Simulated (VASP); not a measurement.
Set up this calculation in VASP 6.6.1, as the native input.

| Property | Result |
| --- | --- |
| Task | single point |
| Functional | PBE |
| Potentials or basis | VASP PAW PBE potentials, release 64 (Si, Br) |
| Cutoff | 520 eV |
| k mesh | 6 × 6 × 4 |
| Occupations | gaussian, width 0.1 eV |
| Spin | no spin polarisation |
| Dipole correction | no |
| Further INCAR settings | ALGO = Normal; EDIFF = 1e-06; NBANDS = 19 |

The structure of SiBr lies in POSCAR:

```
SiBr
1.0
    3.3391719273      0.0000000000      0.0000000000
   -1.6695859636      2.8918077166      0.0000000000
    0.0000000000      0.0000000000     10.2171590027
Si Br
2 2
Direct
    0.3333333333      0.6666666667      0.3426240748
    0.6666666667      0.3333333333      0.8426240748
    0.3333333333      0.6666666667      0.0305108552
    0.6666666667      0.3333333333      0.5305108552
```

The input as run:

INCAR

```
SYSTEM = SiBr
PREC = Accurate
ENCUT = 520
EDIFF = 1E-6
ISMEAR = 0
SIGMA = 0.1
LREAL = .False.
LASPH = .True.
NELM = 100
ALGO = Normal
ISIF = 2
LWAVE = .False.
LCHARG = .False.
GGA = PE
NBANDS = 19
```

KPOINTS

```
Automatic mesh
0
Gamma
  6 6 4
  0 0 0
```

Potentials or basis: VASP PAW PBE potentials, release 64 (Si, Br).

Launch:

```console
$ cat potpaw_PBE.64/Si/POTCAR potpaw_PBE.64/Br/POTCAR > POTCAR
$ mpirun -np 1 vasp_std > vasp.out
```

Results of the run:

* Pressure: 0.1 GPa
* Largest force: 0.011 eV/Å
* Band gap on the k mesh: zero (band 11 reaches 6.46 eV, above the bottom of band 12 at 3.51 eV)

Caveat: the k points lie up to 0.36 Å⁻¹ apart.

Run time: 17 s on 1 thread of Intel(R) Xeon(R) 6975P-C (Granite Rapids) (shared host), peak memory 0.23 GiB.
